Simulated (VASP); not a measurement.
# RuBr2 in VASP: notebook

The runs below take RuBr2 through single point, with PBEsol.

All numbers are computed with VASP 6.6.1; they aren't measurements. Logs are shortened: lines on timing, memory, paths and dates and some standing lists are left out, and cuts for length are marked.

## Step 1: The cell of the first run

Symmetry: P-3m1, No. 164, trigonal system. Conventional cell: a = 3.724 Å, b = 3.724 Å, c = 5.858 Å, α = 90.00°, β = 90.00°, γ = 120.00°. Ru (site symmetry -3m) has 6 Br at 2.51 Å within 3.3 Å. Within 3.3 Å of Br (site symmetry 3m) lie 3 Ru at 2.51 Å.

## Step 2: Single point, PBEsol

INCAR

```
  PREC = Accurate
  ENCUT = 520
  EDIFF = 1E-6
  ISMEAR = 0
  SIGMA = 0.05
  LREAL = F
  LASPH = T
  NELM = 100
  ALGO = Normal
  ISIF = 2
  LWAVE = F
  LCHARG = F
  GGA = PS
  NBANDS = 21
```

KPOINTS

```
regular mesh
0
Gamma
  10 10 6
```

POSCAR

```
RuBr2
1.0
    3.7242458787      0.0000000000      0.0000000000
   -1.8621229394      3.2252915409      0.0000000000
    0.0000000000      0.0000000000      5.8575523549
Ru Br
1 2
Direct
    0.0000000000      0.0000000000      0.0000000000
    0.3333333333      0.6666666667      0.2214045506
    0.6666666667      0.3333333333      0.7785954494
```

Potentials or basis: VASP PAW PBE potentials, release 64 (Ru_pv, Br).

The run is started by

```console
cat potpaw_PBE.64/Ru_pv/POTCAR potpaw_PBE.64/Br/POTCAR > POTCAR
mpirun -np 1 vasp_std > vasp.out
```

OUTCAR:

```text
PREC = Accurate
   ENCUT = 520
   EDIFF = 1E-6
   ISMEAR = 0
   LREAL = F
   LASPH = T
   NELM = 100
   ISIF = 2
   GGA = PS

 ion  position               nearest neighbor table
   1  0.000  0.000  0.000-   2 2.51   3 2.51   3 2.51   2 2.51   3 2.51   2 2.51
   2  0.333  0.667  0.221-   1 2.51   1 2.51   1 2.51
   3  0.667  0.333  0.779-   1 2.51   1 2.51   1 2.51

  LATTYP: Found a hexagonal cell.
 ALAT       =     3.7242458787
 C/A-ratio  =     1.5728156909

  Lattice vectors:

 A1 = (   3.7242458787,   0.0000000000,   0.0000000000)
 A2 = (  -1.8621229394,   3.2252915409,   0.0000000000)
 A3 = (   0.0000000000,   0.0000000000,   5.8575523549)

Analysis of symmetry for initial positions (statically):
=====================================================================
 Subroutine PRICEL returns:
 Original cell was already a primitive cell.

 Routine SETGRP: Setting up the symmetry group for a
 hexagonal supercell.

 Subroutine GETGRP returns: Found 12 space group operations
 (whereof 12 operations were pure point group operations)
 out of a pool of 24 trial point group operations.

The static configuration has the point symmetry D_3d.

Analysis of symmetry for dynamics (positions and initial velocities):
=====================================================================
 Subroutine PRICEL returns:
 Original cell was already a primitive cell.

 Routine SETGRP: Setting up the symmetry group for a
 hexagonal supercell.

 Subroutine GETGRP returns: Found 12 space group operations
 (whereof 12 operations were pure point group operations)
 out of a pool of 24 trial point group operations.

The dynamic configuration has the point symmetry D_3d.

 Subroutine INISYM returns: Found 12 space group operations
 (whereof 12 operations are pure point group operations),
 and found     1 'primitive' translations

----------------------------------------------------------------------------------------

                                     Primitive cell

  volume of cell :      70.3596

  direct lattice vectors                    reciprocal lattice vectors
     3.724245879  0.000000000  0.000000000     0.268510735  0.155024745  0.000000000
[... 80 lines left out ...]
   ISTART =      0    job   : 0-new  1-cont  2-samecut
   ICHARG =      2    charge: 1-file 2-atom 10-const
   ISPIN  =      1    spin polarized calculation?
   LNONCOLLINEAR =      F non collinear calculations
   LSORBIT =      F    spin-orbit coupling
   LASPH  =      T    aspherical Exc in radial PAW
   ENCUT  =  520.0 eV  38.22 Ry    6.18 a.u.   6.92  6.92 10.89*2*pi/ulx,y,z
   NELM   =    100;   NELMIN=  2; NELMDL= -5     # of ELM steps
   EDIFF  = 0.1E-05   stopping-criterion for ELM
   LREAL  =      F    real-space projection
   EDIFFG = 0.1E-04   stopping-criterion for IOM
   NSW    =      0    number of steps for IOM
   IBRION =     -1    ionic relax: 0-MD 1-quasi-New 2-CG
   NFREE  =      0    steps in history (QN), initial steepest desc. (CG)
   ISIF   =      2    stress and relaxation
   ISYM   =      2    0-nonsym 1-usesym 2-fastsym
   POTIM  = 0.5000    time-step for ionic-motion
   TEBEG  =    0.0;   TEEND  =   0.0 temperature during run
   PSTRESS=    0.0 pullay stress
   NELECT =      28.0000    total number of electrons
   NUPDOWN=      -1.0000    fix difference up-down
   EMIN   =  10.00;   EMAX   =-10.00  energy-range for DOS
   EFERMI =   0.00;   METHOD = LEGACY
   ISMEAR =     0;   SIGMA  =   0.05  broadening in eV -4-tet -1-fermi 0-gaus
   EFERMI_NEDOS =   21; number of points for ismear=-14 and -15
   IALGO  =     38    algorithm
   IMIX   =      4    mixing-type and parameters
     AMIX     =   0.40;   BMIX     =  1.00
     AMIX_MAG =   1.60;   BMIX_MAG =  1.00
  volume/ion in A,a.u.               =      23.45       158.27
  Fermi-wavevector in a.u.,A,eV,Ry     =   1.204166  2.275544 19.728660  1.450016
  Thomas-Fermi vector in A             =   2.339899
   LORBIT       =      0    0 simple, 1 ext, 2 COOP (PROOUT), +10 PAW based schemes
   GGA     = PS    functional components
   LHFCALC =     F    Hartree Fock is set to
   AEXX    =    0.0000 exact exchange contribution
   IVDW    =     0    specifies the selected vdW correction
   LEPSILON=     F    determine dielectric tensor
   LRPA    =     F    only Hartree local field effects (RPA)
 non-spin polarized calculation
 Gauss-broadening in eV      SIGMA  =   0.05
  energy-cutoff  :      520.00
  volume of cell :       70.36
 maximum number of plane-waves:      1916
   NGX = 13   NGY = 13   NGZ = 21

 number of electron      28.0000005 magnetization

 Free energy of the ion-electron system (eV)
  ---------------------------------------------------
  ext. energy  EPLUGINS =         0.00000000
  ---------------------------------------------------
  free energy    TOTEN  =       -14.11426872 eV

  energy without entropy =      -14.11426872  energy(sigma->0) =      -14.11426872

 E-fermi :   4.9940     XC(G=0):  -9.8533

 val. band max:        4.6776291173   @ k =   0.0000   0.2000   0.3333
 cond. band min:       5.4886556248   @ k =   0.0000   0.3000   0.3333
 fundamental gap:      0.8110265075
 Fermi energy:         4.9939925257

 k-point     1 :       0.0000    0.0000    0.0000
  band No.  band energies     occupation
      1     -37.3732      2.00000
      2     -37.3732      2.00000
      3     -37.3204      2.00000
      4     -12.4967      2.00000
      5     -11.2982      2.00000
      6      -1.9597      2.00000
[... 565 lines left out ...]
     20      13.0739      0.00000
     21      13.4876      0.00000

 [... further k-points ...]

------------------------ aborting loop because EDIFF is reached ----------------------------------------

  FORCE on cell =-STRESS in cart. coord.  units (eV):
  Direction    XX          YY          ZZ          XY          YZ          ZX
  --------------------------------------------------------------------------------------
  -------------------------------------------------------------------------------------
  Total       -0.2245405     -0.2245405     -0.3196043      0.0000000     -0.0000000      0.0000000
  in kB       -5.1130709     -5.1130709     -7.2777938      0.0000000     -0.0000000      0.0000000
  external PRESSURE =      -5.8346452 kB  Pullay stress =       0.0000000 kB

 VOLUME and BASIS-vectors are now :
 -----------------------------------------------------------------------------
  energy-cutoff  :      520.00
  volume of cell :       70.36
      direct lattice vectors                 reciprocal lattice vectors
     3.724245879  0.000000000  0.000000000     0.268510735  0.155024745  0.000000000
    -1.862122939  3.225291541  0.000000000     0.000000000  0.310049491  0.000000000
     0.000000000  0.000000000  5.857552355     0.000000000  0.000000000  0.170719772

 POSITION                                       TOTAL-FORCE (eV/Angst)
 -----------------------------------------------------------------------------------
      0.00000      0.00000      0.00000        -0.000000      0.000000      0.000000
     -0.00000      2.15019      1.29689         0.000000      0.000000     -0.110011
      1.86212      1.07510      4.56066        -0.000000      0.000000      0.110011
 -----------------------------------------------------------------------------------
    total drift:                               -0.000000      0.000000      0.000000

  FREE ENERGIE OF THE ION-ELECTRON SYSTEM (eV)
  ---------------------------------------------------
  free  energy   TOTEN  =       -14.1142687197 eV

  energy  without entropy=      -14.1142687197  energy(sigma->0) =      -14.11426872
```

OSZICAR:

```text
N       E                     dE             d eps       ncg     rms          rms(c)
DAV:   1     0.202247176828E+03    0.20225E+03   -0.14883E+04  3424   0.121E+03
DAV:   2    -0.396786798390E+01   -0.20622E+03   -0.19934E+03  3592   0.298E+02
DAV:   3    -0.142563508354E+02   -0.10288E+02   -0.10213E+02  3669   0.632E+01
DAV:   4    -0.143987170585E+02   -0.14237E+00   -0.14230E+00  3689   0.769E+00
DAV:   5    -0.144020850089E+02   -0.33680E-02   -0.33677E-02  4034   0.103E+00    0.132E+01
DAV:   6    -0.141679176249E+02    0.23417E+00   -0.39742E-01  3479   0.496E+00    0.679E+00
DAV:   7    -0.141307438156E+02    0.37174E-01   -0.24242E-01  3279   0.310E+00    0.218E+00
DAV:   8    -0.141145812956E+02    0.16163E-01   -0.83933E-02  3399   0.238E+00    0.406E-01
DAV:   9    -0.141141206095E+02    0.46069E-03   -0.47296E-03  3454   0.416E-01    0.172E-01
DAV:  10    -0.141141998080E+02   -0.79199E-04   -0.13329E-03  3354   0.259E-01    0.427E-02
DAV:  11    -0.141142444753E+02   -0.44667E-04   -0.71358E-05  3577   0.608E-02    0.258E-02
DAV:  12    -0.141142664898E+02   -0.22015E-04   -0.25340E-05  3254   0.325E-02    0.119E-02
DAV:  13    -0.141142685517E+02   -0.20620E-05   -0.63250E-06  3477   0.174E-02    0.316E-03
DAV:  14    -0.141142687197E+02   -0.16796E-06   -0.59340E-07  2207   0.470E-03
   1 F= -.14114269E+02 E0= -.14114269E+02  d E =-.117432E-20
```

It took 2.7 min on 1 thread of Oxide Virtual Turin-like, shared host; peak memory 0.21 GiB.

What came out:

- Free energy: -14.1143 eV
- Pressure: -0.6 GPa
- Largest force: 0.110 eV/Å
- Band gap on the k mesh: 0.81 eV, indirect (least direct gap 0.86 eV)

Forces in eV/Å, atoms in the order of the input:
```
Ru   0.000  0.000  0.000
Br   0.000  0.000 -0.110
Br   0.000  0.000  0.110
```

Levels at points of the mesh, in eV from the valence-band top:
```tsv
k point	band 12	band 13	band 14	band 15	band 16	band 17
(0.00, 0.00, 0.00)	-1.38	-1.38	-0.42	1.77	1.77	3.30
(0.50, 0.00, 0.00)	-1.30	-0.64	-0.49	1.66	1.90	5.28
(0.00, 0.00, 0.50)	-1.40	-1.40	-0.29	1.94	1.94	4.51
(0.50, 0.00, 0.50)	-1.36	-0.65	-0.48	1.65	1.81	4.61
```

Caveat: the PAW data sets were made with another functional, which shifts forces and pressure a little; this functional lacks dispersion, which binds the layers, so the pressure and a relaxed spacing across them are unreliable. A k mesh can miss the band edges.

## Step 3: Single point, PBEsol (volume scaled by 1.020)

INCAR

```
SYSTEM = RuBr2
PREC = Accurate ; ENCUT = 520
EDIFF = 1E-6 ; ISMEAR = 0
SIGMA = 0.05 ; LREAL = .FALSE.
LASPH = .TRUE. ; NELM = 80
ALGO = Normal ; ISIF = 2
LWAVE = .FALSE. ; LCHARG = .TRUE.
GGA = PS ; LELF = .TRUE.
LVHAR = .TRUE. ; NBANDS = 21
```

KPOINTS

```
Automatic mesh
0
G
  10 10 6
  0 0 0
```

POSCAR

```
RuBr2
1.0
    3.7261632604      0.0000000000      0.0000000000
   -1.8630816302      3.2269520422      0.0000000000
    0.0000000000      0.0000000000      5.9094615307
Ru Br
1 2
Direct
    0.0000000000      0.0000000000      0.0000000000
    0.3333333333      0.6666666667      0.2173797751
    0.6666666667      0.3333333333      0.7826202249
```

Potentials or basis: VASP PAW PBE potentials, release 64 (Ru_pv, Br).

The run is started by

```console
cat potpaw_PBE.64/Ru_pv/POTCAR potpaw_PBE.64/Br/POTCAR > POTCAR
mpirun -np 1 vasp_std > vasp.out
```

It took 2.6 min on 1 thread of Oxide Virtual Turin-like, shared host; peak memory 0.22 GiB.

Results (log left out):

```yaml
Free_energy: -14.1150 eV
Pressure: -0.1 GPa
Largest_force: 0.011 eV/Å
Band_gap_on_the_k_mesh: 0.83 eV, indirect (least direct gap 0.87 eV)
```

Forces on the atoms (eV/Å):
```
Ru   0.000  0.000  0.000
Br   0.000  0.000  0.011
Br   0.000  0.000 -0.011
```

Levels at points of the mesh, in eV from the valence-band top:
```tsv
k point	band 12	band 13	band 14	band 15	band 16	band 17
(0.00, 0.00, 0.00)	-1.40	-1.40	-0.40	1.82	1.82	3.29
(0.50, 0.00, 0.00)	-1.29	-0.67	-0.52	1.68	1.92	5.28
(0.00, 0.00, 0.50)	-1.41	-1.41	-0.27	1.97	1.97	4.50
(0.50, 0.00, 0.50)	-1.35	-0.68	-0.52	1.69	1.82	4.64
```

Caveat: the PAW data sets were made with another functional, which shifts forces and pressure a little; this functional lacks dispersion, which binds the layers, so the pressure and a relaxed spacing across them are unreliable. A k mesh can miss the band edges.

## Step 4: Single point, PBEsol (volume scaled by 1.040)

INCAR

```
  ALGO = Normal
  EDIFF = 1E-6
  ENCUT = 520
  GGA = PS
  ISIF = 2
  ISMEAR = 0
  LASPH = True
  LCHARG = True
  LELF = True
  LREAL = False
  LVHAR = True
  LWAVE = False
  NBANDS = 21
  NELM = 80
  PREC = Accurate
  SIGMA = 0.05
```

KPOINTS

```
k-points
0
Gamma
  10 10 6
```

POSCAR

```
RuBr2
1.0
    3.7264952281      0.0000000000      0.0000000000
   -1.8632476141      3.2272395346      0.0000000000
    0.0000000000      0.0000000000      6.0242598626
Ru Br
1 2
Direct
    0.0000000000      0.0000000000      0.0000000000
    0.3333333333      0.6666666667      0.2133529028
    0.6666666667      0.3333333333      0.7866470972
```

Potentials or basis: VASP PAW PBE potentials, release 64 (Ru_pv, Br).

The run is started by

```console
cat potpaw_PBE.64/Ru_pv/POTCAR potpaw_PBE.64/Br/POTCAR > POTCAR
mpirun -np 1 vasp_std > vasp.out
```

OUTCAR:

```text
EDIFF = 1E-6
   ENCUT = 520
   GGA = PS
   ISIF = 2
   ISMEAR = 0
   LASPH = True
   LREAL = False
   NELM = 80
   PREC = Accurate

 ion  position               nearest neighbor table
   1  0.000  0.000  0.000-   2 2.51   3 2.51   3 2.51   2 2.51   3 2.51   2 2.51
   2  0.333  0.667  0.213-   1 2.51   1 2.51   1 2.51
   3  0.667  0.333  0.787-   1 2.51   1 2.51   1 2.51

  LATTYP: Found a hexagonal cell.
[... 770 lines left out ...]
------------------------ aborting loop because EDIFF is reached ----------------------------------------

  FORCE on cell =-STRESS in cart. coord.  units (eV):
  Direction    XX          YY          ZZ          XY          YZ          ZX
  --------------------------------------------------------------------------------------
  -------------------------------------------------------------------------------------
  Total       -0.0953267     -0.0953267     -0.0940894      0.0000000      0.0000000      0.0000000
  in kB       -2.1080933     -2.1080933     -2.0807301      0.0000000      0.0000000      0.0000000
  external PRESSURE =      -2.0989723 kB  Pullay stress =       0.0000000 kB

 VOLUME and BASIS-vectors are now :
 -----------------------------------------------------------------------------
  energy-cutoff  :      520.00
  volume of cell :       72.45
      direct lattice vectors                 reciprocal lattice vectors
     3.726495228  0.000000000  0.000000000     0.268348660  0.154931171  0.000000000
    -1.863247614  3.227239535  0.000000000     0.000000000  0.309862342  0.000000000
     0.000000000  0.000000000  6.024259863     0.000000000  0.000000000  0.165995495

 POSITION                                       TOTAL-FORCE (eV/Angst)
 -----------------------------------------------------------------------------------
      0.00000      0.00000      0.00000         0.000000      0.000000      0.000000
     -0.00000      2.15149      1.28529         0.000000     -0.000000      0.010660
      1.86325      1.07575      4.73897        -0.000000      0.000000     -0.010660
 -----------------------------------------------------------------------------------
    total drift:                                0.000000     -0.000000     -0.000000

  FREE ENERGIE OF THE ION-ELECTRON SYSTEM (eV)
  ---------------------------------------------------
  free  energy   TOTEN  =       -14.1133557535 eV

  energy  without entropy=      -14.1133557535  energy(sigma->0) =      -14.11335575
```

stdout:

```text
POSCAR found type information on POSCAR RuBr
 POSCAR found :  2 types and       3 ions
 scaLAPACK will be used
 -----------------------------------------------------------------------------
|                                                                             |
|                                                                             |
|     You enforced a specific xc type in the INCAR file but a different       |
|     I HOPE YOU KNOW WHAT YOU ARE DOING!                                     |
|                                                                             |
 -----------------------------------------------------------------------------

 LDA part: xc-table for (Slater+PW92), standard interpolation
 POSCAR, INCAR and KPOINTS ok, starting setup
 FFT: planning ... GRIDC
 FFT: planning ... GRID_SOFT
 FFT: planning ... GRID
 WAVECAR not read
 entering main loop
```

Run time: 2.7 min. Hardware: 1 thread of Oxide Virtual Turin-like, shared host; peak memory 0.22 GiB.

Results:

```
Free energy            : -14.1134 eV
Pressure               : -0.2 GPa
Largest force          : 0.011 eV/Å
Band gap on the k mesh : 0.85 eV, indirect (least direct gap 0.88 eV)
```

Forces on the atoms (eV/Å):
```
Ru   0.000  0.000  0.000
Br   0.000  0.000  0.011
Br   0.000  0.000 -0.011
```

Levels at points of the mesh, in eV from the valence-band top:
| k point | band 12 | band 13 | band 14 | band 15 | band 16 | band 17 |
| --- | --- | --- | --- | --- | --- | --- |
| (0.00, 0.00, 0.00) | -1.39 | -1.39 | -0.38 | 1.84 | 1.84 | 3.26 |
| (0.50, 0.00, 0.00) | -1.27 | -0.66 | -0.51 | 1.71 | 1.91 | 5.26 |
| (0.00, 0.00, 0.50) | -1.40 | -1.40 | -0.26 | 1.97 | 1.97 | 4.49 |
| (0.50, 0.00, 0.50) | -1.33 | -0.66 | -0.50 | 1.72 | 1.82 | 4.67 |

Caveat: the PAW data sets were made with another functional, which shifts forces and pressure a little; this functional lacks dispersion, which binds the layers, so the pressure and a relaxed spacing across them are unreliable.

## Step 5: Single point, PBEsol (atom 1 (Ru) moved 0.02 Å along x)

INCAR

```
PREC = Accurate
ENCUT = 520
EDIFF = 1E-7
ISMEAR = 0
SIGMA = 0.05
LREAL = F
LASPH = T
NELM = 60
ALGO = Normal
ISIF = 2
LWAVE = F
LCHARG = F
GGA = PS
NBANDS = 21
```

KPOINTS

```
regular mesh
0
Gamma
  10 10 6
```

POSCAR

```
RuBr2
1.0
    3.7242458787      0.0000000000      0.0000000000
   -1.8621229394      3.2252915409      0.0000000000
    0.0000000000      0.0000000000      5.7995567870
Ru Br
1 2
Direct
    0.0053702147      0.0000000000      0.0000000000
    0.3333333333      0.6666666667      0.2214045506
    0.6666666667      0.3333333333      0.7785954494
```

The run is started by

```console
cat potpaw_PBE.64/Ru_pv/POTCAR potpaw_PBE.64/Br/POTCAR > POTCAR
mpirun -np 1 vasp_std > vasp.out
```

Run time: 6.6 min. Hardware: 1 thread of Oxide Virtual Turin-like, shared host; peak memory 0.32 GiB.

The run converged. Its results:

- Free energy: -14.1131 eV
- Pressure: 0.1 GPa
- Largest force: 0.250 eV/Å
- Band gap on the k mesh: 0.81 eV, indirect (least direct gap 0.87 eV)

Forces on the atoms (eV/Å):
```
Ru  -0.250  0.000  0.000
Br   0.125 -0.002  0.015
Br   0.125  0.002 -0.015
```

Levels at points of the mesh, in eV from the valence-band top:
```
           k point  band 11  band 12  band 13  band 14  band 15  band 16  band 17  band 18
(0.00, 0.00, 0.00)    -2.37    -1.41    -1.41    -0.41     1.79     1.79     3.34     4.14
(0.50, 0.00, 0.00)    -4.22    -1.30    -0.68    -0.54     1.66     1.94     5.30     5.38
(0.00, 0.50, 0.00)    -4.22    -1.30    -0.68    -0.54     1.66     1.93     5.30     5.38
(0.00, 0.00, 0.50)    -2.87    -1.43    -1.43    -0.28     1.98     1.98     4.52     5.45
(0.50, 0.00, 0.50)    -3.38    -1.36    -0.69    -0.53     1.66     1.82     4.61     4.88
(0.00, 0.50, 0.50)    -3.38    -1.36    -0.69    -0.53     1.66     1.82     4.61     4.88
```

Caveat: the cell differs from its parent crystal (atom 1 (Ru) moved 0.02 Å along x); the PAW data sets were made with another functional, which shifts forces and pressure a little; this functional lacks dispersion, which binds the layers, so the pressure and a relaxed spacing across them are unreliable. A k mesh can miss the band edges.

## Step 6: The runs side by side

```csv
cell,gap on the mesh (eV),pressure (GPa),largest force (eV/Å)
"a = 3.724, b = 3.724, c = 5.858 Å, angles 90.0, 90.0, 120.0°, 3 atoms",0.81,-0.6,0.11
"a = 3.726, b = 3.726, c = 5.909 Å, angles 90.0, 90.0, 120.0°, 3 atoms",0.83,-0.1,0.01
"a = 3.726, b = 3.726, c = 6.024 Å, angles 90.0, 90.0, 120.0°, 3 atoms",0.85,-0.2,0.01
"a = 3.724, b = 3.724, c = 5.800 Å, angles 90.0, 90.0, 120.0°, 3 atoms",0.81,0.1,0.25
```

Alike in all rows: task single point; level PBEsol; potentials or basis VASP PAW PBE potentials, release 64 (Ru_pv, Br); no spin polarisation; k mesh 10 × 10 × 6; cutoff (eV) 520; smearing gaussian 0.05 eV.

Caveats: the PAW data sets were made with another functional, which shifts forces and pressure a little; this functional lacks dispersion, which binds the layers, so the pressure and a relaxed spacing across them are unreliable.

Total energies depend on the potentials used, so only differences within one code and one set of settings carry meaning.
